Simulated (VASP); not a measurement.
# Ru (P6_3/mmc) in VASP: further runs, part 2 of 2

VASP 6.6.1. The steps go on from the part before.

## 3. Relaxation of cell and atoms, LDA

File INCAR:

```
  PREC = Accurate
  ENCUT = 600
  EDIFF = 1E-7
  ISMEAR = -1
  SIGMA = 0.15
  LREAL = False
  LASPH = True
  NELM = 60
  ALGO = Fast
  ISIF = 3
  LWAVE = False
  LCHARG = False
  IBRION = 2
  NSW = 80
  EDIFFG = -0.001
```

File KPOINTS:

```
regular mesh
0
Gamma
  18 18 8
```

File POSCAR:

```
Ru
1.0
    2.6743058386      0.0000000000      0.0000000000
   -1.3371529193      2.3160167938      0.0000000000
    0.0000000000      0.0000000000      4.2260483473
Ru
2
Direct
    0.3333333333      0.6666666667      0.2500000000
    0.6666666667      0.3333333333      0.7500000000
```

Potentials or basis: VASP PAW LDA potentials, release 64 (Ru_pv).

Launch:

```
> cat potpaw_LDA.64/Ru_pv/POTCAR > POTCAR
> mpirun -np 1 vasp_std > vasp.out
```

OUTCAR:

```text
PREC = Accurate
   ENCUT = 600
   EDIFF = 1E-7
   ISMEAR = -1
   LREAL = False
   LASPH = True
   NELM = 60
   ISIF = 3
   IBRION = 2
   NSW = 80
   EDIFFG = -0.001

 ion  position               nearest neighbor table
   1  0.333  0.667  0.250-   2 2.62   2 2.62   2 2.62   2 2.62   2 2.62   2 2.62
   2  0.667  0.333  0.750-   1 2.62   1 2.62   1 2.62   1 2.62   1 2.62   1 2.62

  LATTYP: Found a hexagonal cell.
 ALAT       =     2.6743058386
 C/A-ratio  =     1.5802412298

  Lattice vectors:

 A1 = (   2.6743058386,   0.0000000000,   0.0000000000)
 A2 = (  -1.3371529193,   2.3160167938,   0.0000000000)
 A3 = (   0.0000000000,   0.0000000000,   4.2260483473)

Analysis of symmetry for initial positions (statically):
=====================================================================
 Subroutine PRICEL returns:
 Original cell was already a primitive cell.

 Routine SETGRP: Setting up the symmetry group for a
 hexagonal supercell.

 Subroutine GETGRP returns: Found 24 space group operations
 (whereof 12 operations were pure point group operations)
 out of a pool of 24 trial point group operations.

The static configuration has the point symmetry D_3d.
 The point group associated with its full space group is D_6h.

Analysis of symmetry for dynamics (positions and initial velocities):
=====================================================================
 Subroutine PRICEL returns:
 Original cell was already a primitive cell.

 Routine SETGRP: Setting up the symmetry group for a
 hexagonal supercell.

 Subroutine GETGRP returns: Found 24 space group operations
 (whereof 12 operations were pure point group operations)
 out of a pool of 24 trial point group operations.

The dynamic configuration has the point symmetry D_3d.
 The point group associated with its full space group is D_6h.

 Subroutine INISYM returns: Found 24 space group operations
 (whereof 12 operations are pure point group operations),
 and found     1 'primitive' translations

[... 135 lines left out ...]

 number of electron      27.9999993 magnetization

 Free energy of the ion-electron system (eV)
  ---------------------------------------------------
  ext. energy  EPLUGINS =         0.00000000
  ---------------------------------------------------
  free energy    TOTEN  =       -21.44937935 eV

  energy without entropy =      -21.33370319  energy(sigma->0) =      -21.39154127

------------------------ aborting loop because EDIFF is reached ----------------------------------------

  FORCE on cell =-STRESS in cart. coord.  units (eV):
  Direction    XX          YY          ZZ          XY          YZ          ZX
  --------------------------------------------------------------------------------------
  -------------------------------------------------------------------------------------
  Total        0.2413341      0.2413341      0.1766742      0.0000000     -0.0000000      0.0000000
  in kB       14.7720930     14.7720930     10.8142517      0.0000000     -0.0000000      0.0000000
  external PRESSURE =      13.4528126 kB  Pullay stress =       0.0000000 kB
[... 89 lines left out ...]
  FREE ENERGIE OF THE ION-ELECTRON SYSTEM (eV)
  ---------------------------------------------------
  free  energy   TOTEN  =       -21.4498275964 eV

  energy  without entropy=      -21.3334679429  energy(sigma->0) =      -21.39164777

[... ionic steps 4 to 10 ...]

--------------------------------------- Ionic step       11  -------------------------------------------

 number of electron      27.9999993 magnetization

------------------------ aborting loop because EDIFF is reached ----------------------------------------
[... 67 lines left out ...]
--------------------------------------- Ionic step       13  -------------------------------------------

 number of electron      27.9999993 magnetization

 Free energy of the ion-electron system (eV)
  ---------------------------------------------------
  ext. energy  EPLUGINS =         0.00000000
  ---------------------------------------------------
  free energy    TOTEN  =       -21.44983650 eV

  energy without entropy =      -21.33351217  energy(sigma->0) =      -21.39167433

 E-fermi :  13.3301     XC(G=0): -14.5829

 val. band max:       13.3170779224   @ k =   0.4444   0.1111   0.5000
 cond. band min:      13.3302022040   @ k =   0.0556  -0.0000   0.3750
 fundamental gap:      0.0131242815
 Fermi energy:        13.3301240534

 k-point     1 :       0.0000    0.0000    0.0000
  band No.  band energies     occupation
      1     -30.2853      2.00000
      2     -29.2247      2.00000
      3     -29.2247      2.00000
      4     -29.0308      2.00000
      5     -29.0308      2.00000
      6     -28.9836      2.00000
[... 481 lines left out ...]
      5     -29.3149      2.00000
      6     -29.2243      2.00000
[... 10 lines left out ...]
     17      17.2406      0.00000
     18      20.9758      0.00000

 [... further k-points ...]
[... 5 lines left out ...]
  --------------------------------------------------------------------------------------
  -------------------------------------------------------------------------------------
  Total       -0.0019390     -0.0019390      0.0017606     -0.0000000      0.0000000      0.0000000
  in kB       -0.1182313     -0.1182313      0.1073557     -0.0000000      0.0000000      0.0000000
  external PRESSURE =      -0.0430356 kB  Pullay stress =       0.0000000 kB
[... 17 lines left out ...]
  FREE ENERGIE OF THE ION-ELECTRON SYSTEM (eV)
  ---------------------------------------------------
  free  energy   TOTEN  =       -21.4498364982 eV

  energy  without entropy=      -21.3335121691  energy(sigma->0) =      -21.39167433

 reached required accuracy - stopping structural energy minimisation
```

It took 3.1 min on 1 thread of Intel Xeon 6975P-C (Granite Rapids), shared host; peak memory 0.21 GiB.

What came out:

```
Free energy                            : -21.4498 eV
Relaxed volume                         : 13.14 Å³/atom
Relaxed cell                           : a = 2.679 Å, b = 2.679 Å, c = 4.229 Å, α = 90.00°, β = 90.00°, γ = 120.00°
Space group after relaxing (to 0.05 Å) : P6_3/mmc (No. 194)
Energy gained by relaxing              : 0.2 meV/atom
Ionic steps                            : 13
Pressure after relaxing                : 0.0 GPa
Band gap on the k mesh                 : zero (band 14 reaches 15.03 eV, above the bottom of band 15 at 11.57 eV)
```

The path:
```csv
step,energy change (eV),largest force (eV/Å),pressure (GPa),volume (Å³)
1,0.0000,0.0000,1.35,26.18
2,0.0038,0.0000,-4.22,26.59
3,-0.0004,0.0000,-0.06,26.28
4,-0.0004,0.0000,0.00,26.27
5,-0.0005,0.0000,0.05,26.27
6,-0.0005,0.0000,0.06,26.27
7,-0.0005,0.0000,0.05,26.27
8,-0.0005,0.0000,0.05,26.27
9,-0.0005,0.0000,0.05,26.27
10,-0.0005,0.0000,-0.11,26.28
11,-0.0005,0.0000,0.02,26.28
12,-0.0005,0.0000,-0.02,26.28
13,-0.0005,0.0000,0.00,26.28
```

Final structure:
```
Ru
1.0
     2.67861    0.00000    0.00000
    -1.33930    2.31974    0.00000
     0.00000    0.00000    4.22868
Ru
2
Direct
  0.33333 0.66667 0.25000
  0.66667 0.33333 0.75000
```

Levels at points of the mesh, in eV from the Fermi level:
```tsv
k point	band 10	band 11	band 12	band 13	band 14	band 15	band 16	band 17	band 18
(0.00, 0.00, 0.00)	-2.77	-2.56	-2.04	-2.04	-1.50	-1.50	1.24	1.24	1.34
(0.50, 0.00, 0.00)	-3.22	-2.18	-1.88	-1.60	1.49	1.94	2.04	4.24	6.33
(0.00, 0.00, 0.50)	-2.95	-2.95	-2.95	-2.84	-2.84	0.57	0.57	0.57	0.57
(0.50, 0.00, 0.50)	-4.78	-1.15	-1.15	0.45	0.45	1.77	1.77	3.51	3.51
```
